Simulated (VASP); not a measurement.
# Ru (Fm-3m) in VASP: further runs

The runs below take Ru through single point, with BLYP.

All numbers are computed with VASP 6.6.1; they aren't measurements. Logs are shortened: lines on timing, memory, paths and dates and some standing lists are left out, and cuts for length are marked.

## Step 1: The cell of the first run

It takes space group Fm-3m (No. 225, cubic). Conventional cell: a = 3.872 Å, b = 3.872 Å, c = 3.872 Å, α = 90.00°, β = 90.00°, γ = 90.00°. Within 3.6 Å of Ru (site symmetry m-3m) lie 12 Ru at 2.74 Å.

## Step 2: Single point, BLYP

File INCAR:

```
SYSTEM = Ru
PREC     = Accurate       ! precision mode
ENCUT    = 520            ! plane-wave cutoff, eV
EDIFF    = 1E-6           ! SCF threshold, eV
ISMEAR   = -1             ! smearing method
SIGMA    = 0.1            ! smearing width, eV
LREAL    = .False.        ! projectors in reciprocal space
LASPH    = .True.         ! aspherical terms in the spheres
NELM     = 60             ! most SCF steps
ALGO     = Normal         ! electronic algorithm
ISIF     = 2              ! what is computed and relaxed
LWAVE    = .False.        ! write WAVECAR
LCHARG   = .False.        ! write CHGCAR
GGA      = B5             ! functional
ALDAX    = 1.0          
AGGAX    = 1.0          
AGGAC    = 1.0          
ALDAC    = 0.0          
NBANDS   = 13             ! bands
```

File KPOINTS:

```
regular mesh
0
Gamma
  14 14 14
  0 0 0
```

File POSCAR:

```
Ru
1.0
    0.0000000000      1.9359458029      1.9359458029
    1.9359458029      0.0000000000      1.9359458029
    1.9359458029      1.9359458029      0.0000000000
Ru
1
Direct
    0.0000000000      0.0000000000      0.0000000000
```

Potentials or basis: VASP PAW PBE potentials, release 64 (Ru_pv).

Command:

```
> cat potpaw_PBE.64/Ru_pv/POTCAR > POTCAR
> mpirun -np 1 vasp_std > vasp.out
```

OUTCAR:

```text
SYSTEM = Ru
   PREC = Accurate
   ENCUT = 520
   EDIFF = 1E-6
   ISMEAR = -1
   LREAL = .False.
   LASPH = .True.
   NELM = 60
   ISIF = 2
   GGA = B5

 ion  position               nearest neighbor table
   1  0.000  0.000  0.000-

  LATTYP: Found a face centered cubic cell.
 ALAT       =     3.8718916058

  Lattice vectors:

 A1 = (   0.0000000000,   1.9359458029,   1.9359458029)
 A2 = (   1.9359458029,   0.0000000000,   1.9359458029)
 A3 = (   1.9359458029,   1.9359458029,   0.0000000000)

Analysis of symmetry for initial positions (statically):
=====================================================================
 Subroutine PRICEL returns:
 Original cell was already a primitive cell.

 Routine SETGRP: Setting up the symmetry group for a
 face centered cubic supercell.

 Subroutine GETGRP returns: Found 48 space group operations
 (whereof 48 operations were pure point group operations)
 out of a pool of 48 trial point group operations.

The static configuration has the point symmetry O_h .

Analysis of symmetry for dynamics (positions and initial velocities):
=====================================================================
 Subroutine PRICEL returns:
 Original cell was already a primitive cell.

 Routine SETGRP: Setting up the symmetry group for a
 face centered cubic supercell.

 Subroutine GETGRP returns: Found 48 space group operations
 (whereof 48 operations were pure point group operations)
 out of a pool of 48 trial point group operations.

The dynamic configuration has the point symmetry O_h .

 Subroutine INISYM returns: Found 48 space group operations
 (whereof 48 operations are pure point group operations),
 and found     1 'primitive' translations

----------------------------------------------------------------------------------------

                                     Primitive cell

  volume of cell :      14.5114

  direct lattice vectors                    reciprocal lattice vectors
     0.000000000  1.935945803  1.935945803    -0.258271693  0.258271693  0.258271693
     1.935945803  0.000000000  1.935945803     0.258271693 -0.258271693  0.258271693
     1.935945803  1.935945803  0.000000000     0.258271693  0.258271693 -0.258271693

  length of vectors
     2.737840810  2.737840810  2.737840810     0.447339694  0.447339694  0.447339694

  position of ions in fractional coordinates (direct lattice)
     0.000000000  0.000000000  0.000000000

  ion indices of the primitive-cell ions
   primitive index   ion index
                 1           1

[... 76 lines left out ...]
   NFREE  =      0    steps in history (QN), initial steepest desc. (CG)
   ISIF   =      2    stress and relaxation
   ISYM   =      2    0-nonsym 1-usesym 2-fastsym
   POTIM  = 0.5000    time-step for ionic-motion
   TEBEG  =    0.0;   TEEND  =   0.0 temperature during run
   PSTRESS=    0.0 pullay stress
   NELECT =      14.0000    total number of electrons
   NUPDOWN=      -1.0000    fix difference up-down
   EMIN   =  10.00;   EMAX   =-10.00  energy-range for DOS
   EFERMI =   0.00;   METHOD = LEGACY
   ISMEAR =    -1;   SIGMA  =   0.10  broadening in eV -4-tet -1-fermi 0-gaus
   EFERMI_NEDOS =   21; number of points for ismear=-14 and -15
   IALGO  =     38    algorithm
   IMIX   =      4    mixing-type and parameters
     AMIX     =   0.40;   BMIX     =  1.00
     AMIX_MAG =   1.60;   BMIX_MAG =  1.00
  volume/ion in A,a.u.               =      14.51        97.93
  Fermi-wavevector in a.u.,A,eV,Ry     =   1.617637  3.056890 35.603023  2.616748
  Thomas-Fermi vector in A             =   2.712029
   LORBIT       =      0    0 simple, 1 ext, 2 COOP (PROOUT), +10 PAW based schemes
   GGA     = B5    functional components
   LHFCALC =     F    Hartree Fock is set to
   AEXX    =    0.0000 exact exchange contribution
   IVDW    =     0    specifies the selected vdW correction
   LEPSILON=     F    determine dielectric tensor
   LRPA    =     F    only Hartree local field effects (RPA)
 non-spin polarized calculation
  energy-cutoff  :      520.00
  volume of cell :       14.51
 maximum number of plane-waves:       399
   NGX = 11   NGY = 11   NGZ = 11

 number of electron      13.9999993 magnetization

 Free energy of the ion-electron system (eV)
  ---------------------------------------------------
  ext. energy  EPLUGINS =         0.00000000
  ---------------------------------------------------
  free energy    TOTEN  =        -7.83812019 eV

  energy without entropy =       -7.79307120  energy(sigma->0) =       -7.81559569

 E-fermi :  12.1005     XC(G=0): -13.0469

 val. band max:       12.0841583546   @ k =  -0.4286   0.0714   0.0000
 cond. band min:      12.1013492360   @ k =   0.3571   0.2143   0.0714
 fundamental gap:      0.0171908814
 Fermi energy:        12.1005016969

 k-point     1 :       0.0000    0.0000    0.0000
  band No.  band energies     occupation
      1     -30.1447      2.00000
      2     -30.1447      2.00000
      3     -30.1447      2.00000
      4       4.8154      2.00000
      5       9.7706      2.00000
      6       9.7706      2.00000
      7       9.7706      2.00000
      8      11.9606      1.60417
      9      11.9606      1.60417
     10      22.4386      0.00000
     11      27.4868      0.00000
     12      32.7574      0.00000
     13      32.7574      0.00000
[... 354 lines left out ...]
  band No.  band energies     occupation
      1     -30.5790      2.00000
      2     -30.2642      2.00000
      3     -30.2550      2.00000
      4       7.0439      2.00000
      5       8.7044      2.00000
      6      10.1042      2.00000
      7      10.7151      2.00000
      8      11.9990      1.46789
      9      12.7375      0.00342
     10      22.4379      0.00000
     11      28.0962      0.00000
     12      30.2833      0.00000
     13      32.5874      0.00000

 [... further k-points ...]
[... 5 lines left out ...]
  --------------------------------------------------------------------------------------
  -------------------------------------------------------------------------------------
  Total        0.0602118      0.0602118      0.0602118      0.0000000     -0.0000000     -0.0000000
  in kB        6.6478749      6.6478749      6.6478749      0.0000000     -0.0000000     -0.0000000
  external PRESSURE =       6.6478749 kB  Pullay stress =       0.0000000 kB

 VOLUME and BASIS-vectors are now :
 -----------------------------------------------------------------------------
  energy-cutoff  :      520.00
  volume of cell :       14.51
      direct lattice vectors                 reciprocal lattice vectors
     0.000000000  1.935945803  1.935945803    -0.258271693  0.258271693  0.258271693
     1.935945803  0.000000000  1.935945803     0.258271693 -0.258271693  0.258271693
     1.935945803  1.935945803  0.000000000     0.258271693  0.258271693 -0.258271693

 POSITION                                       TOTAL-FORCE (eV/Angst)
 -----------------------------------------------------------------------------------
      0.00000      0.00000      0.00000        -0.000000     -0.000000      0.000000
 -----------------------------------------------------------------------------------
    total drift:                                0.000000      0.000000      0.000000

  FREE ENERGIE OF THE ION-ELECTRON SYSTEM (eV)
  ---------------------------------------------------
  free  energy   TOTEN  =        -7.8381201881 eV

  energy  without entropy=       -7.7930711978  energy(sigma->0) =       -7.81559569
```

Run time: 10 s. Hardware: 1 thread of Intel Xeon Platinum 8375C at 2.90GHz (Ice Lake), shared host; peak memory 0.14 GiB.

What came out:

```yaml
Free_energy: -7.8381 eV
Pressure: 0.7 GPa
Band_gap_on_the_k_mesh: zero (band 7 reaches 14.12 eV, above the bottom of band 8 at 11.04 eV)
```

Levels at points of the mesh, in eV from the Fermi level:
```tsv
k point	band 3	band 4	band 5	band 6	band 7	band 8	band 9	band 10	band 11	band 12
(0.00, 0.00, 0.00)	-42.25	-7.29	-2.33	-2.33	-2.33	-0.14	-0.14	10.34	15.39	20.66
(0.50, 0.00, 0.00)	-42.36	-5.50	-2.43	-2.43	1.31	1.56	1.56	9.34	10.35	14.99
(0.50, 0.50, 0.00)	-42.56	-5.71	-5.31	1.51	2.02	2.02	3.73	10.33	12.90	13.19
```

Caveat: the PAW data sets were made with another functional, which shifts forces and pressure a little.

## Step 3: Single point, BLYP (volume scaled by 0.88)

File INCAR:

```
  PREC = Accurate
  ENCUT = 520
  EDIFF = 1E-6
  ISMEAR = -1
  SIGMA = 0.1
  LREAL = F
  LASPH = T
  NELM = 100
  ALGO = Normal
  ISIF = 2
  LWAVE = F
  LCHARG = F
  GGA = B5
  ALDAX = 1.0
  AGGAX = 1.0
  AGGAC = 1.0
  ALDAC = 0.0
  NBANDS = 13
```

File KPOINTS:

```
regular mesh
0
Gamma
  16 16 16
```

File POSCAR:

```
Ru
1.0
    0.0000000000      1.8551858324      1.8551858324
    1.8551858324      0.0000000000      1.8551858324
    1.8551858324      1.8551858324      0.0000000000
Ru
1
Direct
    0.0000000000      0.0000000000      0.0000000000
```

Potentials or basis: VASP PAW PBE potentials, release 64 (Ru_pv).

Command:

```
> cat potpaw_PBE.64/Ru_pv/POTCAR > POTCAR
> mpirun -np 1 vasp_std > vasp.out
```

Run time: 13 s. Hardware: 1 thread of Intel Xeon Platinum 8375C at 2.90GHz (Ice Lake), shared host; peak memory 0.14 GiB.

It converged, with:

* Free energy: -7.6108 eV
* Pressure: 46.9 GPa
* Band gap on the k mesh: zero (band 7 reaches 16.93 eV, above the bottom of band 8 at 12.98 eV)

Levels at points of the mesh, in eV from the Fermi level:
```csv
k point,band 3,band 4,band 5,band 6,band 7,band 8,band 9,band 10,band 11,band 12
"(0.00, 0.00, 0.00)",-42.33,-8.06,-2.88,-2.88,-2.88,-0.21,-0.21,10.16,15.23,21.23
"(0.50, 0.00, 0.00)",-42.50,-6.51,-3.02,-3.02,1.39,1.87,1.87,10.14,10.98,14.90
"(0.50, 0.50, 0.00)",-42.80,-6.91,-6.46,1.81,2.44,2.44,4.13,10.16,14.05,14.05
```

Caveat: the PAW data sets were made with another functional, which shifts forces and pressure a little.

[end of part 1 of 3]
